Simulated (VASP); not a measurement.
The system is Zn.

```
Zn
1.0
     2.61436    0.00000    0.00000
    -1.30718    2.26410    0.00000
     0.00000    0.00000    4.87316
Zn
2
Cartesian
  0.0000 1.5094 1.2183
  1.3072 0.7547 3.6549
```

- Program: VASP 6.6.1
- Task: relaxation of cell and atoms
- Functional: LDA
- Potentials or basis: VASP PAW LDA potentials, release 64 (Zn)
- Cutoff: 600 eV
- k mesh: 18 × 18 × 10
- Occupations: gaussian, width 0.1 eV
- Spin: no spin polarisation

At the start: pressure -4.4 GPa; volume 14.42 Å³/atom.

Q: How do energy, volume and symmetry change on relaxing?

A: Over 8 steps the energy falls by 13.1 meV/atom and the volume is 13.75 Å³/atom (-4.6 %); space group P6_3/mmc (No. 194, to 0.05 Å).

Step by step:
```
step  energy change (eV)  largest force (eV/Å)  pressure (GPa)  volume (Å³)
   1              0.0000                0.0000           -4.41        28.85
   2             -0.0252                0.0000            1.05        27.22
   3             -0.0260                0.0000            0.47        27.42
   4             -0.0259                0.0000           -0.18        27.52
   5             -0.0260                0.0000           -0.29        27.47
   6             -0.0260                0.0000           -0.11        27.45
   7             -0.0260                0.0000            0.41        27.46
   8             -0.0261                0.0000            0.00        27.51
```

Final structure:
```
CELL_PARAMETERS angstrom
2.55700 0.00000 0.00000
-1.27850 2.21442 0.00000
0.00000 0.00000 4.85796
ATOMIC_POSITIONS crystal
Zn 0.33333 0.66667 0.25000
Zn 0.66667 0.33333 0.75000
```
